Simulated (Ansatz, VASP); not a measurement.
# Li12NO: VASP beside Ansatz

```
Li N O
1.0
     5.94517    0.00000    0.00000
    -1.98172    5.60516    0.00000
     0.00000    0.00000   22.68313
Li N O
12 1 1
Direct
  0.25000 0.25000 0.17634
  0.25000 0.75000 0.17634
  0.75000 0.25000 0.17634
  0.75000 0.75000 0.17634
  0.00000 0.00000 0.27942
  0.00000 0.50000 0.27942
  0.50000 0.00000 0.27942
  0.50000 0.50000 0.27942
  0.25000 0.25000 0.38280
  0.25000 0.75000 0.38280
  0.75000 0.25000 0.38280
  0.75000 0.75000 0.38280
  0.91667 0.58333 0.43041
  0.96115 0.62782 0.48066
```

Alike in both runs: task single point; functional PBE; k mesh 5 × 5 × 1; occupations gaussian, width 0.1 eV; collinear spin.

|  | VASP | Ansatz |
| --- | --- | --- |
| version | VASP 6.6.1 | Ansatz 0.2.0 |
| potentials or method | VASP PAW PBE potentials, release 64 (Li_sv, N, O), cutoff 520 eV | scalar-relativistic, plane waves, PAW |
| valence electrons in the cell | 47 | 47 |

```tsv
	VASP	Ansatz	Ansatz less VASP
gap on the k mesh at the Fermi level (eV)	none	none	-
rms of the force components (eV/Å)	1.173	0.932	-0.2413
net moment per atom (μB)	0.10	0.10	0.000
size of the moment on the site where the two differ most (μB)	0.49	0.27	-0.219
```

Site moments also hang on the region over which each program counts them. Atom by atom the forces differ by 0.243 eV/Å (rms over components). A gap of «none» marks a metal or a gap that the smearing closes.

Noted on VASP's run: the cutoff is under 1.25 times that of the potentials, so the pressure is a little rough; the standard files for N, O and F lose accuracy on very short bonds.
